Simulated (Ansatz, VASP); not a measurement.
## Mg in VASP and in Ansatz

```
CELL_PARAMETERS angstrom
0.00000 2.26490 2.26490
2.26490 0.00000 2.26490
2.26490 2.26490 0.00000
ATOMIC_POSITIONS crystal
Mg 0.00000 0.00000 0.00000
```

Alike in both runs: task relaxation of cell and atoms; functional BLYP; k mesh 12 × 12 × 12; occupations fermi-dirac, width 0.1 eV; no spin polarisation.

```csv
,VASP,Ansatz
version,VASP 6.6.1,Ansatz 0.2.0
potentials or method,"VASP PAW PBE potentials, release 64 (Mg), cutoff 600 eV","plane waves (420 eV) with PAW, scalar-relativistic"
valence electrons in the cell,2,10
```

|  | VASP | Ansatz | Ansatz less VASP |
| --- | --- | --- | --- |
| relaxed volume (Å³/atom) | 23.67 | 23.72 | +0.048 |
| relaxed cell length with the largest relative difference (Å) | 3.223 | 3.225 | +0.0022 |

VASP's potentials were made for PBE, not for BLYP. VASP's potentials hold 2 valence electrons a cell and Ansatz's 10, so a difference there can come from the potentials and not from the codes.
